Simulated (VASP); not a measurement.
Here is a VASP 6.6.1 calculation.

File INCAR:

```
SYSTEM = SiC
ALGO = Normal
EDIFF = 1E-6
ENCUT = 520
GGA = PS
ISIF = 2
ISMEAR = 0
LASPH = .TRUE.
LCHARG = .FALSE.
LREAL = .FALSE.
LWAVE = .FALSE.
NBANDS = 11
NELM = 100
PREC = Accurate
SIGMA = 0.05
```

KPOINTS

```
k-points
0
G
  20 20 20
  0 0 0
```

POSCAR

```
SiC
1.0
    0.0000000000      1.9617818787      1.9617818787
    1.9617818787      0.0000000000      1.9617818787
    1.9617818787      1.9617818787      0.0000000000
C Si
1 1
Direct
    0.0000000000      0.0000000000      0.0000000000
    0.5000000000      0.5000000000      0.5000000000
```

Potentials or basis: VASP PAW PBE potentials, release 64 (C, Si).

Run with:

```bash
$ cat potpaw_PBE.64/C/POTCAR potpaw_PBE.64/Si/POTCAR > POTCAR
$ mpirun -np 1 vasp_std > vasp.out
```

(1) What does it give for the band gap on the k mesh?

(2) Estimate the pressure.

Results:

(1) zero (band 4 reaches 13.92 eV, above the bottom of band 5 at 13.58 eV).

(2) 26.4 GPa.

Caveat: the PAW data sets were made with another functional, which shifts forces and pressure a little.
